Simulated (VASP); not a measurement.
A run of VASP 6.6.1 is set up as follows.

The input INCAR:

```
SYSTEM = Li4In
ALGO = Normal
EDIFF = 1E-6
ENCUT = 520
GGA = PE
ISIF = 2
ISMEAR = 0
LASPH = .TRUE.
LCHARG = .FALSE.
LREAL = .FALSE.
LWAVE = .FALSE.
NBANDS = 20
NELM = 100
PREC = Accurate
SIGMA = 0.1
```

KPOINTS

```
k-points
0
G
  6 6 6
  0 0 0
```

POSCAR

```
Li4In
1.0
   -2.6208825800      2.6208825800      2.6208825800
    2.6208825800     -2.6208825800      2.6208825800
    2.6208825800      2.6208825800     -2.6208825800
Li In
4 1
Direct
    0.0000000000      0.0000000000      0.5000000000
    0.0000000000      0.5000000000      0.0000000000
    0.5000000000      0.0000000000      0.0000000000
    0.5000000000      0.5000000000      0.5000000000
    0.0000000000      0.0000000000      0.0000000000
```

Potentials or basis: VASP PAW PBE potentials, release 64 (Li_sv, In_d).

Run with:

```console
$ cat potpaw_PBE.64/Li_sv/POTCAR potpaw_PBE.64/In_d/POTCAR > POTCAR
$ mpirun -np 1 vasp_std > vasp.out
```

(1) Predict the band gap on the k mesh.

Results:

(1) zero (an odd number of electrons rules out a gap without spin polarisation).

Caveat: spin-orbit coupling is left out, which moves the levels of the heavy elements.
